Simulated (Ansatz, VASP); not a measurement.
**MnF2: VASP beside Ansatz**

Contents of INCAR:

```
PREC = Accurate
ENCUT = 600
EDIFF = 1E-6
ISMEAR = -4
SIGMA = 0.1
LREAL = False
LASPH = True
NELM = 200
ALGO = Normal
ISIF = 2
LWAVE = False
LCHARG = False
ISPIN = 2
MAGMOM = 5 0 0
LORBIT = 11
LMAXMIX = 4
LDAU = True
LDAUTYPE = 2
LDAUL = 2 -1
LDAUU = 3.9 0
LDAUJ = 0 0
LDAUPRINT = 1
GGA = PE
NBANDS = 24
GGA_COMPAT = False
```

Contents of KPOINTS:

```
Automatic mesh
0
Gamma
  8 8 6
```

File POSCAR:

```
MnF2
1.0
    3.3743128661      0.0000000000      0.0000000000
   -1.6871564330      2.9222406624      0.0000000000
    0.0000000000      0.0000000000      4.9576215098
Mn F
1 2
Direct
    0.0000000000      0.0000000000      0.0000000000
    0.3333333333      0.6666666667      0.1942625801
    0.6666666667      0.3333333333      0.8057374199
```

Input for Ansatz:

```yaml
crystal:
  lattice:
    - [3.374312866124, -2.886737257231e-11, 0.0]
    - [-1.687156433037, 2.922240662394, 0.0]
    - [0.0, 0.0, 4.9576215098]
  atoms:
    - { symbol: Mn, position: [0.0, 0.0, 0.0], spin: 5.0 }
    - { symbol: F, position: [0.3333333333333, 0.6666666666667, 0.1942625801] }
    - { symbol: F, position: [0.6666666666667, 0.3333333333333, 0.8057374199] }
basis:
  ecutwfc: 420
  ecutrho_ratio: 4
kpoints:
  mp_grid: { grid: [8, 8, 6] }
hamiltonian:
  xc: pbe
  hubbard: { sites: [{ species: Mn, l: d, u_eff: 3.9 }] }
scf:
  occupations: { method: tetrahedron_uncorrected }
output:
  forces: true
  stress: true
  write_density: true
  write_potential: true
  elf: true
  volumetric_format: npy
magnetization:
  spin_polarized: true
```

Alike in both runs: task single point; functional PBE; k mesh 8 × 8 × 6; collinear spin; Hubbard terms Mn d U = 3.9 eV.

|  | VASP | Ansatz |
| --- | --- | --- |
| version | VASP 6.6.1 | Ansatz 0.2.0 |
| potentials or method | VASP PAW PBE potentials, release 64 (Mn_pv, F), cutoff 600 eV | scalar-relativistic, plane waves, PAW |
| occupations | tetrahedron | tetrahedron-uncorrected |
| valence electrons in the cell | 27 | 29 |

|  | VASP | Ansatz | Ansatz less VASP |
| --- | --- | --- | --- |
| gap on the k mesh at the Fermi level (eV) | 3.10 | 3.18 | +0.077 |
| pressure (GPa) | -0.8 | 0.0 | +0.78 |
| traceless stress, the component that is largest in VASP (GPa) | 0.26 | 0.09 | -0.170 |
| rms of the force components (eV/Å) | 0.019 | 0.002 | -0.0165 |
| net moment per atom (μB) | 1.67 | 1.67 | 0.000 |
| size of the moment on the site where the two differ most (μB) | 4.68 | 4.30 | -0.385 |

Site moments also hang on the region over which each program counts them. The programs project onto different local orbitals, so the same U acts differently, and such runs can settle in different states. Atom by atom the forces differ by 0.017 eV/Å (rms over components). VASP's potentials hold 27 valence electrons a cell and Ansatz's 29, so a difference there can come from the potentials and not from the codes. Ansatz's warnings: band table not solved further.
